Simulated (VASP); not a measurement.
# C (P6_3/mmc) in VASP: notebook

The runs below take C through single point, with PBEsol.

Program: VASP 6.6.1. These are calculated values, not measurements. Logs are shortened: lines on timing, memory, paths and dates and some standing lists are left out, and cuts for length are marked.

## 1. The cell of the first run

It takes space group P6_3/mmc (No. 194, hexagonal). Conventional cell: a = 2.392 Å, b = 2.392 Å, c = 6.979 Å, α = 90.00°, β = 90.00°, γ = 120.00°. Within 1.8 Å of C (site symmetry -6m2) lie 3 C at 1.38 Å. Within 1.8 Å of C (site symmetry -6m2) lie 3 C at 1.38 Å.

## 2. Single point, PBEsol (volume scaled by 0.92)

INCAR

```
PREC = Accurate
ENCUT = 520
EDIFF = 1E-7
ISMEAR = -1
SIGMA = 0.05
LREAL = F
LASPH = T
NELM = 100
ALGO = Normal
ISIF = 2
LWAVE = F
LCHARG = F
GGA = PS
NBANDS = 16
```

KPOINTS

```
Automatic mesh
0
Gamma
  14 14 4
```

POSCAR

```
C
1.0
    2.3915431347      0.0000000000      0.0000000000
   -1.1957715673      2.0711371089      0.0000000000
    0.0000000000      0.0000000000      6.9794561820
C
4
Direct
    1.0000000000      1.0000000000      0.2500000000
    0.0000000000      0.0000000000      0.7500000000
    0.3333333333      0.6666666667      0.2500000000
    0.6666666667      0.3333333333      0.7500000000
```

Potentials or basis: VASP PAW PBE potentials, release 64 (C).

On the command line:

```bash
cat potpaw_PBE.64/C/POTCAR > POTCAR
mpirun -np 1 vasp_std > vasp.out
```

OUTCAR:

```text
PREC = Accurate
   ENCUT = 520
   EDIFF = 1E-7
   ISMEAR = -1
   LREAL = F
   LASPH = T
   NELM = 100
   ISIF = 2
   GGA = PS

 ion  position               nearest neighbor table
   1  0.000  0.000  0.250-   3 1.38   3 1.38   3 1.38
   2  0.000  0.000  0.750-   4 1.38   4 1.38   4 1.38
   3  0.333  0.667  0.250-   1 1.38   1 1.38   1 1.38
   4  0.667  0.333  0.750-   2 1.38   2 1.38   2 1.38

  LATTYP: Found a hexagonal cell.
 ALAT       =     2.3915431347
 C/A-ratio  =     2.9183902564

  Lattice vectors:

 A1 = (   2.3915431347,   0.0000000000,   0.0000000000)
 A2 = (  -1.1957715673,   2.0711371089,   0.0000000000)
 A3 = (   0.0000000000,   0.0000000000,   6.9794561820)

Analysis of symmetry for initial positions (statically):
=====================================================================
 Subroutine PRICEL returns:
 Original cell was already a primitive cell.

 Routine SETGRP: Setting up the symmetry group for a
 hexagonal supercell.

 Subroutine GETGRP returns: Found 24 space group operations
 (whereof 12 operations were pure point group operations)
 out of a pool of 24 trial point group operations.

The static configuration has the point symmetry D_3d.
 The point group associated with its full space group is D_6h.

Analysis of symmetry for dynamics (positions and initial velocities):
=====================================================================
 Subroutine PRICEL returns:
 Original cell was already a primitive cell.

 Routine SETGRP: Setting up the symmetry group for a
 hexagonal supercell.

 Subroutine GETGRP returns: Found 24 space group operations
 (whereof 12 operations were pure point group operations)
 out of a pool of 24 trial point group operations.

The dynamic configuration has the point symmetry D_3d.
 The point group associated with its full space group is D_6h.

 Subroutine INISYM returns: Found 24 space group operations
 (whereof 12 operations are pure point group operations),
 and found     1 'primitive' translations

----------------------------------------------------------------------------------------

                                     Primitive cell

  volume of cell :      34.5707

  direct lattice vectors                    reciprocal lattice vectors
     2.391543135  0.000000000  0.000000000     0.418140064  0.241413279  0.000000000
    -1.195771567  2.071137109  0.000000000     0.000000000  0.482826557  0.000000000
     0.000000000  0.000000000  6.979456182     0.000000000  0.000000000  0.143277639

  length of vectors
     2.391543135  2.391543135  6.979456182     0.482826557  0.482826557  0.143277639

[... 83 lines left out ...]
   NELM   =    100;   NELMIN=  2; NELMDL= -5     # of ELM steps
   EDIFF  = 0.1E-06   stopping-criterion for ELM
   LREAL  =      F    real-space projection
   EDIFFG = 0.1E-05   stopping-criterion for IOM
   NSW    =      0    number of steps for IOM
   IBRION =     -1    ionic relax: 0-MD 1-quasi-New 2-CG
   NFREE  =      0    steps in history (QN), initial steepest desc. (CG)
   ISIF   =      2    stress and relaxation
   ISYM   =      2    0-nonsym 1-usesym 2-fastsym
   POTIM  = 0.5000    time-step for ionic-motion
   TEBEG  =    0.0;   TEEND  =   0.0 temperature during run
   PSTRESS=    0.0 pullay stress
   NELECT =      16.0000    total number of electrons
   NUPDOWN=      -1.0000    fix difference up-down
   EMIN   =  10.00;   EMAX   =-10.00  energy-range for DOS
   EFERMI =   0.00;   METHOD = LEGACY
   ISMEAR =    -1;   SIGMA  =   0.05  broadening in eV -4-tet -1-fermi 0-gaus
   EFERMI_NEDOS =   21; number of points for ismear=-14 and -15
   IALGO  =     38    algorithm
   IMIX   =      4    mixing-type and parameters
     AMIX     =   0.40;   BMIX     =  1.00
     AMIX_MAG =   1.60;   BMIX_MAG =  1.00
  volume/ion in A,a.u.               =       8.64        58.32
  Fermi-wavevector in a.u.,A,eV,Ry     =   1.266325  2.393008 21.818026  1.603580
  Thomas-Fermi vector in A             =   2.399532
   LORBIT       =      0    0 simple, 1 ext, 2 COOP (PROOUT), +10 PAW based schemes
   GGA     = PS    functional components
   LHFCALC =     F    Hartree Fock is set to
   AEXX    =    0.0000 exact exchange contribution
   IVDW    =     0    specifies the selected vdW correction
   LEPSILON=     F    determine dielectric tensor
   LRPA    =     F    only Hartree local field effects (RPA)
 non-spin polarized calculation
  energy-cutoff  :      520.00
  volume of cell :       34.57
 maximum number of plane-waves:       962
 NGX is ok and might be reduce to    18
   NGX =  9   NGY =  9   NGZ = 25

 number of electron      16.0000005 magnetization

 Free energy of the ion-electron system (eV)
  ---------------------------------------------------
  ext. energy  EPLUGINS =         0.00000000
  ---------------------------------------------------
  free energy    TOTEN  =       -38.34357416 eV

  energy without entropy =      -38.34357300  energy(sigma->0) =      -38.34357358

 E-fermi :   4.8403     XC(G=0): -10.4448

 val. band max:        4.3209680282   @ k =   0.3571   0.2857   0.0000
 cond. band min:       5.3846727141   @ k =   0.3571   0.2857   0.0000
 fundamental gap:      1.0637046859
 Fermi energy:         4.8403255154

 k-point     1 :       0.0000    0.0000    0.0000
  band No.  band energies     occupation
      1     -15.5102      2.00000
      2     -15.2939      2.00000
      3      -4.2204      2.00000
      4      -2.6350      2.00000
      5       1.8688      2.00000
      6       1.8688      2.00000
[... 433 lines left out ...]
      3      -7.8531      2.00000
      4      -7.8357      2.00000
      5      -6.0809      2.00000
      6      -6.0150      2.00000
[... 8 lines left out ...]
     15      17.8018      0.00000
     16      19.7865      0.00000

 [... further k-points ...]
[... 5 lines left out ...]
  --------------------------------------------------------------------------------------
  -------------------------------------------------------------------------------------
  Total        8.4144905      8.4144905      0.0707476      0.0000000     -0.0000000      0.0000000
  in kB      389.9687026    389.9687026      3.2787925      0.0000000     -0.0000000      0.0000000
  external PRESSURE =     261.0720659 kB  Pullay stress =       0.0000000 kB

 VOLUME and BASIS-vectors are now :
 -----------------------------------------------------------------------------
  energy-cutoff  :      520.00
  volume of cell :       34.57
      direct lattice vectors                 reciprocal lattice vectors
     2.391543135  0.000000000  0.000000000     0.418140064  0.241413279  0.000000000
    -1.195771567  2.071137109  0.000000000     0.000000000  0.482826557  0.000000000
     0.000000000  0.000000000  6.979456182     0.000000000  0.000000000  0.143277639

 POSITION                                       TOTAL-FORCE (eV/Angst)
 -----------------------------------------------------------------------------------
      0.00000      0.00000      1.74486         0.000000     -0.000000      0.000000
      0.00000      0.00000      5.23459        -0.000000      0.000000      0.000000
     -0.00000      1.38076      1.74486         0.000000     -0.000000     -0.000000
      1.19577      0.69038      5.23459        -0.000000      0.000000      0.000000
 -----------------------------------------------------------------------------------
    total drift:                                0.000000     -0.000000      0.000000

  FREE ENERGIE OF THE ION-ELECTRON SYSTEM (eV)
  ---------------------------------------------------
  free  energy   TOTEN  =       -38.3435741583 eV

  energy  without entropy=      -38.3435729957  energy(sigma->0) =      -38.34357358
```

Run time: 62 s. Hardware: 1 thread of Intel Xeon 6975P-C, shared host; peak memory 0.15 GiB.

What came out:

```yaml
Free_energy: -38.3436 eV
Pressure: 26.1 GPa
Band_gap_on_the_k_mesh: 1.06 eV, direct
```

Stress tensor (GPa, compression positive):
```
39.00  0.00  0.00
 0.00 39.00  0.00
 0.00  0.00  0.33
```

Caveat: the cell differs from its parent crystal (volume scaled by 0.92); the PAW data sets were made with another functional, which shifts forces and pressure a little; this functional lacks dispersion, which binds the layers, so the pressure and a relaxed spacing across them are unreliable.

## 3. Single point, PBEsol (volume scaled by 0.96)

INCAR

```
  PREC = Accurate
  ENCUT = 520
  EDIFF = 1E-6
  ISMEAR = -1
  SIGMA = 0.05
  LREAL = False
  LASPH = True
  NELM = 100
  ALGO = Normal
  ISIF = 2
  LWAVE = False
  LCHARG = False
  GGA = PS
  NBANDS = 16
```

KPOINTS

```
regular mesh
0
Gamma
  14 14 4
```

POSCAR

```
C
1.0
    2.4257126531      0.0000000000      0.0000000000
   -1.2128563266      2.1007287799      0.0000000000
    0.0000000000      0.0000000000      7.0791761716
C
4
Direct
    1.0000000000      1.0000000000      0.2500000000
    0.0000000000      0.0000000000      0.7500000000
    0.3333333333      0.6666666667      0.2500000000
    0.6666666667      0.3333333333      0.7500000000
```

Potentials or basis: VASP PAW PBE potentials, release 64 (C).

On the command line:

```bash
cat potpaw_PBE.64/C/POTCAR > POTCAR
mpirun -np 1 vasp_std > vasp.out
```

Run time: 53 s. Hardware: 1 thread of Intel Xeon 6975P-C, shared host; peak memory 0.16 GiB.

It converged, with:

```
Free energy            : -38.5223 eV
Pressure               : 12.2 GPa
Band gap on the k mesh : 1.03 eV, direct
```

Stress tensor (GPa, compression positive):
```
18.23  0.00  0.00
 0.00 18.23  0.00
 0.00  0.00  0.16
```

Levels at points of the mesh, in eV from the valence-band top:
| k point | band 6 | band 7 | band 8 | band 9 | band 10 | band 11 |
| --- | --- | --- | --- | --- | --- | --- |
| (0.00, 0.00, 0.00) | -2.50 | -2.49 | -2.49 | 3.96 | 9.09 | 9.09 |
| (0.50, 0.00, 0.00) | -6.03 | -2.28 | -1.77 | 1.94 | 2.52 | 8.19 |
| (0.00, 0.00, 0.50) | -2.49 | -2.49 | -2.49 | 6.22 | 6.22 | 9.10 |
| (0.50, 0.00, 0.50) | -6.05 | -1.99 | -1.99 | 2.11 | 2.11 | 8.32 |

Caveat: the cell differs from its parent crystal (volume scaled by 0.96); the PAW data sets were made with another functional, which shifts forces and pressure a little; this functional lacks dispersion, which binds the layers, so the pressure and a relaxed spacing across them are unreliable. A k mesh can miss the band edges.

## 4. Single point, PBEsol

This run uses another cell than the first one, of 9.39 Å³/atom, 1.087 times its volume.

INCAR

```
SYSTEM = C
  PREC = Accurate
  ENCUT = 520
  EDIFF = 1E-6
  ISMEAR = -1
  SIGMA = 0.05
  LREAL = .FALSE.
  LASPH = .TRUE.
  NELM = 60
  ALGO = Normal
  ISIF = 2
  LWAVE = .FALSE.
  LCHARG = .FALSE.
  GGA = PS
  NBANDS = 16
```

KPOINTS

```
regular mesh
0
G
  14 14 4
  0 0 0
```

POSCAR

```
C
1.0
    2.4589457232      0.0000000000      0.0000000000
   -1.2294728616      2.1295094628      0.0000000000
    0.0000000000      0.0000000000      7.1761632397
C
4
Direct
    1.0000000000      1.0000000000      0.2500000000
    0.0000000000      0.0000000000      0.7500000000
    0.3333333333      0.6666666667      0.2500000000
    0.6666666667      0.3333333333      0.7500000000
```

On the command line:

```bash
cat potpaw_PBE.64/C/POTCAR > POTCAR
mpirun -np 1 vasp_std > vasp.out
```

Wall time 53 s (1 thread of Intel Xeon 6975P-C, shared host); peak memory 0.16 GiB.

The run converged. Its results:

| Quantity | Value |
| --- | --- |
| Free energy | -38.5819 eV |
| Pressure | 0.6 GPa |
| Band gap on the k mesh | 1.00 eV, direct |

Stress tensor (GPa, compression positive):
```
0.92 0.00 0.00
0.00 0.92 0.00
0.00 0.00 0.04
```

Levels at points of the mesh, in eV from the valence-band top:
```tsv
k point	band 4	band 5	band 6	band 7	band 8	band 9	band 10	band 11	band 12	band 13
(0.00, 0.00, 0.00)	-6.50	-2.53	-2.53	-2.52	-2.52	4.02	8.80	8.80	8.83	8.83
(0.50, 0.00, 0.00)	-12.79	-5.96	-5.94	-2.19	-1.71	1.92	2.46	7.78	8.02	11.28
(0.00, 0.00, 0.50)	-7.27	-2.53	-2.53	-2.53	-2.53	6.19	6.19	8.81	8.81	8.81
(0.50, 0.00, 0.50)	-12.82	-5.95	-5.95	-1.92	-1.92	2.08	2.08	7.90	7.90	12.48
```

Caveat: the PAW data sets were made with another functional, which shifts forces and pressure a little; this functional lacks dispersion, which binds the layers, so the pressure and a relaxed spacing across them are unreliable. A k mesh can miss the band edges.

## 5. Single point, PBEsol

This run uses another cell than the first one, of 9.39 Å³/atom, 1.087 times its volume.

INCAR

```
PREC     = Accurate       # precision mode
ENCUT    = 520            # plane-wave cutoff, eV
EDIFF    = 1E-6           # SCF threshold, eV
ISMEAR   = -1             # smearing method
SIGMA    = 0.05           # smearing width, eV
LREAL    = False          # projectors in reciprocal space
LASPH    = True           # aspherical terms in the spheres
NELM     = 80             # most SCF steps
ALGO     = Normal         # electronic algorithm
ISIF     = 2              # what is computed and relaxed
LWAVE    = False          # write WAVECAR
LCHARG   = False          # write CHGCAR
GGA      = PS             # functional
NBANDS   = 16             # bands
```

KPOINTS

```
Automatic mesh
0
Gamma
  14 14 4
```

POSCAR is that of step 4.

Potentials or basis: VASP PAW PBE potentials, release 64 (C).

On the command line:

```bash
cat potpaw_PBE.64/C/POTCAR > POTCAR
mpirun -np 1 vasp_std > vasp.out
```

OUTCAR:

```text
PREC = Accurate
   ENCUT = 520
   EDIFF = 1E-6
   ISMEAR = -1
   LREAL = False
   LASPH = True
   NELM = 80
   ISIF = 2
   GGA = PS

 ion  position               nearest neighbor table
   1  0.000  0.000  0.250-   3 1.42   3 1.42   3 1.42
   2  0.000  0.000  0.750-   4 1.42   4 1.42   4 1.42
   3  0.333  0.667  0.250-   1 1.42   1 1.42   1 1.42
   4  0.667  0.333  0.750-   2 1.42   2 1.42   2 1.42

  LATTYP: Found a hexagonal cell.
 ALAT       =     2.4589457232
 C/A-ratio  =     2.9183902564

  Lattice vectors:

 A1 = (   2.4589457232,   0.0000000000,   0.0000000000)
 A2 = (  -1.2294728616,   2.1295094628,   0.0000000000)
 A3 = (   0.0000000000,   0.0000000000,   7.1761632397)

Analysis of symmetry for initial positions (statically):
=====================================================================
 Subroutine PRICEL returns:
 Original cell was already a primitive cell.

 Routine SETGRP: Setting up the symmetry group for a
[... 167 lines left out ...]
  ext. energy  EPLUGINS =         0.00000000
  ---------------------------------------------------
  free energy    TOTEN  =       -38.58191225 eV

  energy without entropy =      -38.58191010  energy(sigma->0) =      -38.58191118

 E-fermi :   4.1066     XC(G=0): -10.0871

 val. band max:        3.6198076743   @ k =   0.3571   0.2857   0.0000
 cond. band min:       4.6174272131   @ k =   0.3571   0.2857   0.0000
 fundamental gap:      0.9976195387
 Fermi energy:         4.1065519522

 k-point     1 :       0.0000    0.0000    0.0000
  band No.  band energies     occupation
      1     -15.5479      2.00000
      2     -15.3682      2.00000
      3      -4.2910      2.00000
      4      -2.8799      2.00000
      5       1.0876      2.00000
      6       1.0876      2.00000
[... 433 lines left out ...]
      3      -8.2599      2.00000
      4      -8.2547      2.00000
      5      -6.2763      2.00000
      6      -6.2304      2.00000
[... 8 lines left out ...]
     15      16.4050      0.00000
     16      17.8805      0.00000

 [... further k-points ...]
[... 5 lines left out ...]
  --------------------------------------------------------------------------------------
  -------------------------------------------------------------------------------------
  Total        0.2167457      0.2167457      0.0101171      0.0000000     -0.0000000      0.0000000
  in kB        9.2414507      9.2414507      0.4313677      0.0000000     -0.0000000      0.0000000
  external PRESSURE =       6.3047564 kB  Pullay stress =       0.0000000 kB

 VOLUME and BASIS-vectors are now :
 -----------------------------------------------------------------------------
  energy-cutoff  :      520.00
  volume of cell :       37.58
      direct lattice vectors                 reciprocal lattice vectors
     2.458945723  0.000000000  0.000000000     0.406678354  0.234795857  0.000000000
    -1.229472862  2.129509463  0.000000000     0.000000000  0.469591715  0.000000000
     0.000000000  0.000000000  7.176163240     0.000000000  0.000000000  0.139350230

 POSITION                                       TOTAL-FORCE (eV/Angst)
 -----------------------------------------------------------------------------------
      0.00000      0.00000      1.79404         0.000000     -0.000000     -0.000000
      0.00000      0.00000      5.38212        -0.000000      0.000000      0.000000
     -0.00000      1.41967      1.79404         0.000000      0.000000     -0.000000
      1.22947      0.70984      5.38212        -0.000000     -0.000000      0.000000
 -----------------------------------------------------------------------------------
    total drift:                                0.000000     -0.000000      0.000000

  FREE ENERGIE OF THE ION-ELECTRON SYSTEM (eV)
  ---------------------------------------------------
  free  energy   TOTEN  =       -38.5819122533 eV

  energy  without entropy=      -38.5819100980  energy(sigma->0) =      -38.58191118
```

stdout:

```text
POSCAR found type information on POSCAR C
 POSCAR found :  1 types and       4 ions
 scaLAPACK will be used
 -----------------------------------------------------------------------------
|                                                                             |
|                                                                             |
|     You enforced a specific xc type in the INCAR file but a different       |
|     I HOPE YOU KNOW WHAT YOU ARE DOING!                                     |
|                                                                             |
 -----------------------------------------------------------------------------

 LDA part: xc-table for (Slater+PW92), standard interpolation
 POSCAR, INCAR and KPOINTS ok, starting setup
 FFT: planning ... GRIDC
 FFT: planning ... GRID_SOFT
 FFT: planning ... GRID
 WAVECAR not read
 entering main loop
```

Wall time 53 s (1 thread of Intel Xeon 6975P-C, shared host); peak memory 0.16 GiB.

Results:

- Free energy: -38.5819 eV
- Pressure: 0.6 GPa
- Band gap on the k mesh: 1.00 eV, direct

Stress tensor (GPa, compression positive):
```
0.92 0.00 0.00
0.00 0.92 0.00
0.00 0.00 0.04
```

Levels at points of the mesh, in eV from the valence-band top:
```csv
k point,band 6,band 7,band 8,band 9,band 10,band 11
"(0.00, 0.00, 0.00)",-2.53,-2.52,-2.52,4.02,8.80,8.80
"(0.50, 0.00, 0.00)",-5.94,-2.19,-1.71,1.92,2.46,7.78
"(0.00, 0.00, 0.50)",-2.53,-2.53,-2.53,6.19,6.19,8.81
"(0.50, 0.00, 0.50)",-5.95,-1.92,-1.92,2.08,2.08,7.90
```

Caveat: the PAW data sets were made with another functional, which shifts forces and pressure a little; this functional lacks dispersion, which binds the layers, so the pressure and a relaxed spacing across them are unreliable.

## 6. Summary

```tsv
cell	gap on the mesh (eV)	pressure (GPa)
a = 2.392, b = 2.392, c = 6.979 Å, angles 90.0, 90.0, 120.0°, 4 atoms	1.06	26.1
a = 2.426, b = 2.426, c = 7.079 Å, angles 90.0, 90.0, 120.0°, 4 atoms	1.03	12.2
a = 2.459, b = 2.459, c = 7.176 Å, angles 90.0, 90.0, 120.0°, 4 atoms	1.00	0.6
```

Alike in all rows: task single point; level PBEsol; potentials or basis VASP PAW PBE potentials, release 64 (C); no spin polarisation; k mesh 14 × 14 × 4; cutoff (eV) 520; smearing fermi-dirac 0.05 eV.

Caveats: the PAW data sets were made with another functional, which shifts forces and pressure a little; this functional lacks dispersion, which binds the layers, so the pressure and a relaxed spacing across them are unreliable.

Total energies depend on the potentials used, so only differences within one code and one set of settings carry meaning.
